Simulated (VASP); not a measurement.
# Sc (Pm-3m) in VASP: notebook, part 3 of 3

VASP 6.6.1. Earlier steps stand in the parts before.

## 4. Single point, LDA (volume scaled by 0.55)

INCAR

```
SYSTEM = Sc
PREC = Accurate
ENCUT = 520
EDIFF = 1E-6
ISMEAR = -1
SIGMA = 0.05
LREAL = .False.
LASPH = .True.
NELM = 80
ALGO = Normal
ISIF = 2
LWAVE = .False.
LCHARG = .False.
NBANDS = 12
```

KPOINTS

```
Automatic mesh
0
Gamma
  15 15 15
  0 0 0
```

POSCAR

```
Sc
1.0
    2.3312266884      0.0000000000      0.0000000000
    0.0000000000      2.3312266884      0.0000000000
    0.0000000000      0.0000000000      2.3312266884
Sc
1
Direct
    0.0000000000      0.0000000000      0.0000000000
```

Potentials or basis: VASP PAW LDA potentials, release 64 (Sc_sv).

On the command line:

```
cat potpaw_LDA.64/Sc_sv/POTCAR > POTCAR
mpirun -np 1 vasp_std > vasp.out
```

OUTCAR:

```text
SYSTEM = Sc
   PREC = Accurate
   ENCUT = 520
   EDIFF = 1E-6
   ISMEAR = -1
   LREAL = .False.
   LASPH = .True.
   NELM = 80
   ISIF = 2

 ion  position               nearest neighbor table
   1  0.000  0.000  0.000-

  LATTYP: Found a simple cubic cell.
 ALAT       =     2.3312266884

  Lattice vectors:

 A1 = (   2.3312266884,   0.0000000000,   0.0000000000)
 A2 = (   0.0000000000,   2.3312266884,   0.0000000000)
 A3 = (   0.0000000000,   0.0000000000,   2.3312266884)

Analysis of symmetry for initial positions (statically):
=====================================================================
 Subroutine PRICEL returns:
 Original cell was already a primitive cell.

 Routine SETGRP: Setting up the symmetry group for a
 simple cubic supercell.

 Subroutine GETGRP returns: Found 48 space group operations
 (whereof 48 operations were pure point group operations)
 out of a pool of 48 trial point group operations.

The static configuration has the point symmetry O_h .

Analysis of symmetry for dynamics (positions and initial velocities):
=====================================================================
 Subroutine PRICEL returns:
 Original cell was already a primitive cell.

 Routine SETGRP: Setting up the symmetry group for a
 simple cubic supercell.

 Subroutine GETGRP returns: Found 48 space group operations
 (whereof 48 operations were pure point group operations)
 out of a pool of 48 trial point group operations.

The dynamic configuration has the point symmetry O_h .

 Subroutine INISYM returns: Found 48 space group operations
 (whereof 48 operations are pure point group operations),
 and found     1 'primitive' translations

----------------------------------------------------------------------------------------

                                     Primitive cell

  volume of cell :      12.6693

  direct lattice vectors                    reciprocal lattice vectors
     2.331226688  0.000000000  0.000000000     0.428958713  0.000000000  0.000000000
     0.000000000  2.331226688  0.000000000     0.000000000  0.428958713  0.000000000
     0.000000000  0.000000000  2.331226688     0.000000000  0.000000000  0.428958713

  length of vectors
     2.331226688  2.331226688  2.331226688     0.428958713  0.428958713  0.428958713

  position of ions in fractional coordinates (direct lattice)
     0.000000000  0.000000000  0.000000000

  ion indices of the primitive-cell ions
   primitive index   ion index
                 1           1

----------------------------------------------------------------------------------------

 KPOINTS: Automatic mesh

Automatic generation of k-mesh.
 Grid dimensions read from file:
 generate k-points for:   15   15   15

 Generating k-lattice:

  Cartesian coordinates                     Fractional coordinates (reciprocal lattice)
     0.028597248  0.000000000  0.000000000     0.066666667  0.000000000  0.000000000
     0.000000000  0.028597248  0.000000000     0.000000000  0.066666667  0.000000000
     0.000000000  0.000000000  0.028597248     0.000000000  0.000000000  0.066666667

  Length of vectors
     0.028597248  0.028597248  0.028597248

  Shift w.r.t. Gamma in fractional coordinates (k-lattice)
     0.000000000  0.000000000  0.000000000

 Subroutine IBZKPT returns following result:
 ===========================================

 Found    120 irreducible k-points:

 Following reciprocal coordinates:
            Coordinates               Weight
  0.000000  0.000000  0.000000      1.000000
  0.066667  0.000000  0.000000      6.000000
  0.133333  0.000000  0.000000      6.000000
  0.200000  0.000000  0.000000      6.000000
  0.266667  0.000000  0.000000      6.000000
  0.333333  0.000000  0.000000      6.000000
[... 16 lines left out ...]
  0.266667  0.200000  0.000000     24.000000
  0.333333  0.200000  0.000000     24.000000
 [... further k-points ...]
   k-points           NKPTS =    120   k-points in BZ     NKDIM =    120   number of bands    NBANDS=     12
   number of dos      NEDOS =    301   number of ions     NIONS =      1
   total plane-waves  NPLWV =   5832
   dimension x,y,z NGX =    18 NGY =   18 NGZ =   18
   dimension x,y,z NGXF=    36 NGYF=   36 NGZF=   36
   ions per type =               1
   NGX,Y,Z   is equivalent  to a cutoff of  12.84, 12.84, 12.84 a.u.
   NGXF,Y,Z  is equivalent  to a cutoff of  25.67, 25.67, 25.67 a.u.
 SYSTEM =  Sc
   PREC   = accura    normal or accurate (medium, high low for compatibility)
   ISTART =      0    job   : 0-new  1-cont  2-samecut
   ICHARG =      2    charge: 1-file 2-atom 10-const
   ISPIN  =      1    spin polarized calculation?
   LNONCOLLINEAR =      F non collinear calculations
   LSORBIT =      F    spin-orbit coupling
   LASPH  =      T    aspherical Exc in radial PAW
   ENCUT  =  520.0 eV  38.22 Ry    6.18 a.u.   4.33  4.33  4.33*2*pi/ulx,y,z
   NELM   =     80;   NELMIN=  2; NELMDL= -5     # of ELM steps
   EDIFF  = 0.1E-05   stopping-criterion for ELM
   LREAL  =      F    real-space projection
   EDIFFG = 0.1E-04   stopping-criterion for IOM
   NSW    =      0    number of steps for IOM
   IBRION =     -1    ionic relax: 0-MD 1-quasi-New 2-CG
   NFREE  =      0    steps in history (QN), initial steepest desc. (CG)
   ISIF   =      2    stress and relaxation
   ISYM   =      2    0-nonsym 1-usesym 2-fastsym
   POTIM  = 0.5000    time-step for ionic-motion
   TEBEG  =    0.0;   TEEND  =   0.0 temperature during run
   PSTRESS=    0.0 pullay stress
   NELECT =      11.0000    total number of electrons
   NUPDOWN=      -1.0000    fix difference up-down
   EMIN   =  10.00;   EMAX   =-10.00  energy-range for DOS
   EFERMI =   0.00;   METHOD = LEGACY
   ISMEAR =    -1;   SIGMA  =   0.05  broadening in eV -4-tet -1-fermi 0-gaus
   EFERMI_NEDOS =   21; number of points for ismear=-14 and -15
   IALGO  =     38    algorithm
   IMIX   =      4    mixing-type and parameters
     AMIX     =   0.40;   BMIX     =  1.00
     AMIX_MAG =   1.60;   BMIX_MAG =  1.00
  volume/ion in A,a.u.               =      12.67        85.50
  Fermi-wavevector in a.u.,A,eV,Ry     =   1.561785  2.951346 33.186951  2.439172
  Thomas-Fermi vector in A             =   2.664799
   LORBIT       =      0    0 simple, 1 ext, 2 COOP (PROOUT), +10 PAW based schemes
   GGA     = CA    functional components
   LHFCALC =     F    Hartree Fock is set to
   AEXX    =    0.0000 exact exchange contribution
   IVDW    =     0    specifies the selected vdW correction
   LEPSILON=     F    determine dielectric tensor
   LRPA    =     F    only Hartree local field effects (RPA)
 non-spin polarized calculation
  energy-cutoff  :      520.00
  volume of cell :       12.67
 maximum number of plane-waves:       353
 NGX is ok and might be reduce to    18
   NGX =  9   NGY =  9   NGZ =  9

 number of electron      10.9999993 magnetization

 Free energy of the ion-electron system (eV)
  ---------------------------------------------------
  ext. energy  EPLUGINS =         0.00000000
  ---------------------------------------------------
  free energy    TOTEN  =        -4.62782928 eV

  energy without entropy =       -4.61633554  energy(sigma->0) =       -4.62208241

 E-fermi :   8.3636     XC(G=0): -13.2058

 val. band max:        8.3631569084   @ k =   0.4667   0.4667   0.2667
 cond. band min:       8.3668655275   @ k =   0.2667   0.2667   0.0667
 fundamental gap:      0.0037086191
 Fermi energy:         8.3635804138

 k-point     1 :       0.0000    0.0000    0.0000
  band No.  band energies     occupation
      1     -40.4298      2.00000
      2     -17.1903      2.00000
      3     -17.1903      2.00000
      4     -17.1903      2.00000
      5       3.4525      2.00000
      6       6.4753      2.00000
      7       6.4753      2.00000
      8      16.0733      0.00000
      9      16.0733      0.00000
     10      16.0733      0.00000
     11      29.5154      0.00000
     12      29.5154      0.00000

 k-point     2 :       0.0667    0.0000    0.0000
  band No.  band energies     occupation
      1     -40.3986      2.00000
      2     -17.3754      2.00000
      3     -17.1749      2.00000
      4     -17.1749      2.00000
      5       3.6324      2.00000
      6       6.5263      2.00000
      7       6.6938      2.00000
      8      15.8496      0.00000
      9      15.8496      0.00000
     10      16.0893      0.00000
     11      28.5231      0.00000
     12      29.8103      0.00000
[... 316 lines left out ...]
 k-point    24 :       0.3333    0.2000    0.0000
  band No.  band energies     occupation
      1     -39.6162      2.00000
      2     -19.8057      2.00000
      3     -18.1958      2.00000
      4     -16.8003      2.00000
      5       6.6397      2.00000
      6       8.1553      1.96946
      7      10.4619      0.00000
      8      13.2261      0.00000
      9      13.4414      0.00000
     10      14.9877      0.00000
     11      22.7952      0.00000
     12      27.9193      0.00000

 [... further k-points ...]
[... 5 lines left out ...]
  --------------------------------------------------------------------------------------
  -------------------------------------------------------------------------------------
  Total        5.3426185      5.3426185      5.3426185      0.0000000     -0.0000000      0.0000000
  in kB      675.6335752    675.6335752    675.6335752      0.0000000     -0.0000000      0.0000000
  external PRESSURE =     675.6335752 kB  Pullay stress =       0.0000000 kB

 VOLUME and BASIS-vectors are now :
 -----------------------------------------------------------------------------
  energy-cutoff  :      520.00
  volume of cell :       12.67
      direct lattice vectors                 reciprocal lattice vectors
     2.331226688  0.000000000  0.000000000     0.428958713  0.000000000  0.000000000
     0.000000000  2.331226688  0.000000000     0.000000000  0.428958713  0.000000000
     0.000000000  0.000000000  2.331226688     0.000000000  0.000000000  0.428958713

 POSITION                                       TOTAL-FORCE (eV/Angst)
 -----------------------------------------------------------------------------------
      0.00000      0.00000      0.00000         0.000000      0.000000      0.000000
 -----------------------------------------------------------------------------------
    total drift:                                0.000000      0.000000     -0.000000

  FREE ENERGIE OF THE ION-ELECTRON SYSTEM (eV)
  ---------------------------------------------------
  free  energy   TOTEN  =        -4.6278292775 eV

  energy  without entropy=       -4.6163355378  energy(sigma->0) =       -4.62208241
```

stdout:

```text
POSCAR found type information on POSCAR Sc
 POSCAR found :  1 types and       1 ions
 scaLAPACK will be used
 LDA part: xc-table for (Slater(with rela. corr.)+CA(PZ))
 , standard interpolation
 POSCAR, INCAR and KPOINTS ok, starting setup
 FFT: planning ... GRIDC
 FFT: planning ... GRID_SOFT
 FFT: planning ... GRID
 WAVECAR not read
 entering main loop
```

Wall time 7.6 s (1 thread of AMD EPYC 9R45 (Zen 5), shared host); peak memory 0.09 GiB.

What came out:

* Free energy: -4.6278 eV
* Pressure: 67.6 GPa

Levels at points of the mesh, in eV from the Fermi level:
| k point | band 1 | band 2 | band 3 | band 4 | band 5 | band 6 | band 7 | band 8 | band 9 | band 10 |
| --- | --- | --- | --- | --- | --- | --- | --- | --- | --- | --- |
| (0.00, 0.00, 0.00) | -48.79 | -25.55 | -25.55 | -25.55 | -4.91 | -1.89 | -1.89 | 7.71 | 7.71 | 7.71 |
